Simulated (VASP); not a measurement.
# W2C (P-3m1) in VASP: further runs, part 2 of 2

VASP 6.6.1. Earlier steps stand in the parts before.

### Step 4. Single point, PBE+U

File INCAR:

```
SYSTEM = W2C
PREC = Accurate
ENCUT = 600
EDIFF = 1E-6
ISMEAR = 0
SIGMA = 0.1
LREAL = .FALSE.
LASPH = .TRUE.
NELM = 200
ALGO = Normal
ISIF = 2
LWAVE = .FALSE.
LCHARG = .TRUE.
LMAXMIX = 4
LDAU = .TRUE.
LDAUTYPE = 2
LDAUL = 2 -1
LDAUU = 7 0
LDAUJ = 0 0
LDAUPRINT = 1
GGA = PE
LELF = .TRUE.
LVHAR = .TRUE.
NBANDS = 23
GGA_COMPAT = .FALSE.
```

File KPOINTS:

```
regular mesh
0
G
  6 6 2
  0 0 0
```

File POSCAR:

```
W2C
1.0
    3.0700456420      0.0000000000      0.0000000000
   -1.5350228210      2.6587375167      0.0000000000
    0.0000000000      0.0000000000      4.6784280000
W C
2 1
Direct
    0.3333333333      0.6666666667      0.7463310000
    0.6666666667      0.3333333333      0.2536690000
    0.0000000000      0.0000000000      0.0000000000
```

Potentials or basis: VASP PAW PBE potentials, release 64 (W_sv, C).

Started as:

```console
$ cat potpaw_PBE.64/W_sv/POTCAR potpaw_PBE.64/C/POTCAR > POTCAR
$ mpirun -np 1 vasp_std > vasp.out
```

OUTCAR:

```text
SYSTEM = W2C
   PREC = Accurate
   ENCUT = 600
   EDIFF = 1E-6
   ISMEAR = 0
   LREAL = .FALSE.
   LASPH = .TRUE.
   NELM = 200
   ISIF = 2
   GGA = PE

 ion  position               nearest neighbor table
   1  0.333  0.667  0.746-   3 2.13   3 2.13   3 2.13   2 2.91   2 2.91   2 2.91   2 2.96   2 2.96
                             2 2.96
   2  0.667  0.333  0.254-   3 2.13   3 2.13   3 2.13   1 2.91   1 2.91   1 2.91   1 2.96   1 2.96
                             1 2.96
   3  0.000  0.000  0.000-   1 2.13   2 2.13   1 2.13   2 2.13   2 2.13   1 2.13

  LATTYP: Found a hexagonal cell.
 ALAT       =     3.0700456420
 C/A-ratio  =     1.5238952594

  Lattice vectors:

 A1 = (   3.0700456420,   0.0000000000,   0.0000000000)
 A2 = (  -1.5350228210,   2.6587375167,   0.0000000000)
 A3 = (   0.0000000000,   0.0000000000,   4.6784280000)

Analysis of symmetry for initial positions (statically):
=====================================================================
 Subroutine PRICEL returns:
 Original cell was already a primitive cell.

 Routine SETGRP: Setting up the symmetry group for a
 hexagonal supercell.

 Subroutine GETGRP returns: Found 12 space group operations
 (whereof 12 operations were pure point group operations)
 out of a pool of 24 trial point group operations.

The static configuration has the point symmetry D_3d.

Analysis of symmetry for dynamics (positions and initial velocities):
=====================================================================
 Subroutine PRICEL returns:
 Original cell was already a primitive cell.

 Routine SETGRP: Setting up the symmetry group for a
[... 198 lines left out ...]
  o =  0.2942  v =  0.0000  0.0000  0.0000  0.0000  0.0000 -0.0000  0.4369  0.0000  0.0000 -0.8995      0.0000  0.0000  0.0000  0.0000  0.0000  0.0000  0.0000  0.0000  0.0000  0.0000
  o =  0.2942  v =  0.0000  0.0000  0.0000  0.0000  0.0000 -0.8995 -0.0000 -0.0000  0.4369  0.0000      0.0000  0.0000  0.0000  0.0000  0.0000  0.0000  0.0000  0.0000  0.0000  0.0000
  o =  0.2942  v = -0.8995 -0.0000 -0.0000  0.4369  0.0000  0.0000  0.0000  0.0000  0.0000  0.0000      0.0000  0.0000  0.0000  0.0000  0.0000  0.0000  0.0000  0.0000  0.0000  0.0000
  o =  0.3773  v =  0.0000  0.0000  0.0000  0.0000  0.0000 -0.0000  0.8995 -0.0000 -0.0000  0.4369      0.0000  0.0000  0.0000  0.0000  0.0000  0.0000  0.0000  0.0000  0.0000  0.0000
  o =  0.3773  v = -0.0000  0.8995 -0.0000 -0.0000  0.4369  0.0000  0.0000  0.0000  0.0000  0.0000      0.0000  0.0000  0.0000  0.0000  0.0000  0.0000  0.0000  0.0000  0.0000  0.0000
  o =  0.3773  v = -0.4369 -0.0000  0.0000 -0.8995 -0.0000  0.0000  0.0000  0.0000  0.0000  0.0000      0.0000  0.0000  0.0000  0.0000  0.0000  0.0000  0.0000  0.0000  0.0000  0.0000
  o =  0.3773  v =  0.0000  0.0000  0.0000  0.0000  0.0000 -0.4369 -0.0000  0.0000 -0.8995 -0.0000      0.0000  0.0000  0.0000  0.0000  0.0000  0.0000  0.0000  0.0000  0.0000  0.0000

 number of electron      32.0000000 magnetization

 Free energy of the ion-electron system (eV)
  ---------------------------------------------------
  ext. energy  EPLUGINS =         0.00000000
  ---------------------------------------------------
  free energy    TOTEN  =       -19.58245874 eV

  energy without entropy =      -19.57679055  energy(sigma->0) =      -19.57962465

 E-fermi :  12.4775     XC(G=0): -13.4848

 val. band max:       12.4490134744   @ k =   0.5000  -0.0000   0.5000
 cond. band min:      12.5547729827   @ k =   0.1667   0.1667   0.5000
 fundamental gap:      0.1057595083
 Fermi energy:        12.4774793642

 k-point     1 :       0.0000    0.0000    0.0000
  band No.  band energies     occupation
      1     -63.6966      2.00000
      2     -63.6227      2.00000
      3     -28.2815      2.00000
      4     -27.7259      2.00000
      5     -27.7259      2.00000
      6     -27.5933      2.00000
[... 353 lines left out ...]
     22      18.1594      0.00000
     23      18.1594      0.00000

------------------------ aborting loop because EDIFF is reached ----------------------------------------

  FORCE on cell =-STRESS in cart. coord.  units (eV):
  Direction    XX          YY          ZZ          XY          YZ          ZX
  --------------------------------------------------------------------------------------
  -------------------------------------------------------------------------------------
  Total        3.5394422      3.5394422      2.4146956      0.0000000     -0.0000000      0.0000000
  in kB      148.4995567    148.4995567    101.3100964      0.0000000     -0.0000000      0.0000000
  external PRESSURE =     132.7697366 kB  Pullay stress =       0.0000000 kB

 VOLUME and BASIS-vectors are now :
 -----------------------------------------------------------------------------
  energy-cutoff  :      600.00
  volume of cell :       38.19
      direct lattice vectors                 reciprocal lattice vectors
     3.070045642  0.000000000  0.000000000     0.325728056  0.188059181  0.000000000
    -1.535022821  2.658737517  0.000000000     0.000000000  0.376118362  0.000000000
     0.000000000  0.000000000  4.678428000     0.000000000  0.000000000  0.213747011

 POSITION                                       TOTAL-FORCE (eV/Angst)
 -----------------------------------------------------------------------------------
     -0.00000      1.77249      3.49166        -0.000000      0.000000     -0.844991
      1.53502      0.88625      1.18677         0.000000      0.000000      0.844991
      0.00000      0.00000      0.00000         0.000000      0.000000      0.000000
 -----------------------------------------------------------------------------------
    total drift:                                0.000000      0.000000      0.000000

  FREE ENERGIE OF THE ION-ELECTRON SYSTEM (eV)
  ---------------------------------------------------
  free  energy   TOTEN  =       -19.5824587403 eV

  energy  without entropy=      -19.5767905538  energy(sigma->0) =      -19.57962465
```

OSZICAR:

```text
N       E                     dE             d eps       ncg     rms          rms(c)
DAV:   1     0.362931369505E+03    0.36293E+03   -0.20571E+04   644   0.179E+03
DAV:   2    -0.879909909092E+01   -0.37173E+03   -0.35833E+03   693   0.505E+02
DAV:   3    -0.239664712394E+02   -0.15167E+02   -0.14690E+02   799   0.971E+01
DAV:   4    -0.241860928545E+02   -0.21962E+00   -0.21782E+00   679   0.124E+01
DAV:   5    -0.241887747768E+02   -0.26819E-02   -0.26812E-02   799   0.140E+00    0.364E+01
DAV:   6    -0.198002172663E+02    0.43886E+01   -0.15523E+01   773   0.289E+01    0.113E+01
DAV:   7    -0.196034530677E+02    0.19676E+00   -0.14304E+00   686   0.872E+00    0.472E+00
DAV:   8    -0.195760273837E+02    0.27426E-01   -0.14477E-01   763   0.274E+00    0.695E-01
DAV:   9    -0.195777653938E+02   -0.17380E-02   -0.15486E-02   771   0.119E+00    0.329E-01
DAV:  10    -0.195815467154E+02   -0.37813E-02   -0.63167E-03   785   0.681E-01    0.109E-01
DAV:  11    -0.195822221047E+02   -0.67539E-03   -0.94709E-04   889   0.223E-01    0.533E-02
DAV:  12    -0.195823618612E+02   -0.13976E-03   -0.93515E-05   785   0.673E-02    0.343E-02
DAV:  13    -0.195824581353E+02   -0.96274E-04   -0.13292E-04   793   0.797E-02    0.624E-03
DAV:  14    -0.195824587403E+02   -0.60501E-06   -0.60046E-06   553   0.175E-02
   1 F= -.19582459E+02 E0= -.19579625E+02  d E =-.566819E-02
```

stdout:

```text
POSCAR found type information on POSCAR W C
 POSCAR found :  2 types and       3 ions
 scaLAPACK will be used
 LDA part: xc-table for (Slater+PW92), standard interpolation
 POSCAR, INCAR and KPOINTS ok, starting setup
 FFT: planning ... GRIDC
 FFT: planning ... GRID_SOFT
 FFT: planning ... GRID
 WAVECAR not read
 entering main loop
```

It took 40 s on 1 thread of Intel Xeon 8259CL, shared host; peak memory 0.18 GiB.

Results:

| Quantity | Value |
| --- | --- |
| Free energy | -19.5825 eV |
| Pressure | 13.3 GPa |
| Largest force | 0.845 eV/Å |
| Band gap on the k mesh | zero (band 16 reaches 13.75 eV, above the bottom of band 17 at 11.28 eV) |

Forces on the atoms (eV/Å):
```
W    0.000  0.000 -0.845
W    0.000  0.000  0.845
C    0.000  0.000  0.000
```

Stress tensor (GPa, compression positive):
```
14.85  0.00  0.00
 0.00 14.85  0.00
 0.00  0.00 10.13
```

Levels at points of the mesh, in eV from the Fermi level:
```tsv
k point	band 13	band 14	band 15	band 16	band 17	band 18	band 19	band 20
(0.00, 0.00, 0.00)	-4.88	-1.59	-1.59	-1.41	-1.20	-1.20	0.48	0.48
(0.50, 0.00, 0.00)	-5.58	-4.02	-2.31	1.27	2.05	2.30	2.98	3.05
(0.00, 0.00, 0.50)	-3.35	-3.24	-2.28	-2.28	0.64	0.64	1.64	1.64
(0.50, 0.00, 0.50)	-4.33	-3.38	-3.06	-0.87	-0.03	2.14	2.68	2.78
```

Eigenvalues of the final occupation matrices:
| site | spin | trace | eigenvalues |
| --- | --- | --- | --- |
| site 1 d | 1 | 1.63 | 0.29 0.29 0.29 0.38 0.38 |
| site 1 d | 2 | 1.63 | 0.29 0.29 0.29 0.38 0.38 |
| site 2 d | 1 | 1.63 | 0.29 0.29 0.29 0.38 0.38 |
| site 2 d | 2 | 1.63 | 0.29 0.29 0.29 0.38 0.38 |

Caveat: the k points lie up to 0.67 Å⁻¹ apart; spin-orbit coupling is left out, which moves the levels of the heavy elements; U without spin polarisation on a metal has little footing; the U is typed as a test and isn't derived for this compound.

### Step 5. The runs side by side

```csv
level,U,k mesh,LDAUTYPE,hund's J,gap on the mesh (eV),pressure (GPa),largest force (eV/Å)
PBE+D4,-,6 × 6 × 4,-,-,none,-7.6,0.11
PBE+U,"W d U = 8.8 eV, J = 0.67 eV","6 × 2 × 2, shifted",1,0.67,none,14.3,0.63
PBE+U,W d U = 7.0 eV,6 × 6 × 2,-,-,none,13.3,0.84
```

Alike in all rows: task single point; potentials or basis VASP PAW PBE potentials, release 64 (W_sv, C); no spin polarisation; cell as given; cutoff (eV) 600; smearing gaussian 0.1 eV.

Caveats: all runs use coarse meshes; spin-orbit coupling is left out, which moves the levels of the heavy elements; U without spin polarisation on a metal has little footing (some runs); the U is typed as a test and isn't derived for this compound (some runs); pairwise dispersion overbinds metals, which lowers pressure and volume (some runs).

Absolute energies hang on the potentials; compare differences alone.
